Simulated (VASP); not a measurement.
Write the native input for VASP 6.6.1 that does the following.

```
Task                   : single point
Functional             : BLYP
Potentials or basis    : VASP PAW PBE potentials, release 64 (Mo_sv)
Cutoff                 : 520 eV
k mesh                 : 10 × 10 × 10
Occupations            : fermi-dirac, width 0.1 eV
Spin                   : no spin polarisation
Dipole correction      : no
Further INCAR settings : ALGO = Normal; EDIFF = 1e-07; NBANDS = 21
```

The structure of Mo lies in POSCAR:

```
Mo
1.0
    0.0000000000      2.8948995956      2.8948995956
    2.8948995956      0.0000000000      2.8948995956
    2.8948995956      2.8948995956      0.0000000000
Mo
2
Direct
    0.1250000000      0.1250000000      0.1250000000
    0.8750000000      0.8750000000      0.8750000000
```

The input as run:

INCAR

```
  AGGAC = 1.0
  AGGAX = 1.0
  ALDAC = 0.0
  ALDAX = 1.0
  ALGO = Normal
  EDIFF = 1E-7
  ENCUT = 520
  GGA = B5
  ISIF = 2
  ISMEAR = -1
  LASPH = T
  LCHARG = F
  LREAL = F
  LWAVE = F
  NBANDS = 21
  NELM = 80
  PREC = Accurate
  SIGMA = 0.1
```

KPOINTS

```
k-points
0
Gamma
  10 10 10
```

Potentials or basis: VASP PAW PBE potentials, release 64 (Mo_sv).

Launch:

```sh
$ cat potpaw_PBE.64/Mo_sv/POTCAR > POTCAR
$ mpirun -np 1 vasp_std > vasp.out
```

Results of the run:

```yaml
Pressure: 0.5 GPa
Band_gap_on_the_k_mesh: zero (band 14 reaches 7.04 eV, above the bottom of band 15 at 6.65 eV)
```

Caveat: the PAW data sets were made with another functional, which shifts forces and pressure a little.

Run time: 96 s on 1 thread of AMD EPYC 7R13 (shared host), peak memory 0.16 GiB.
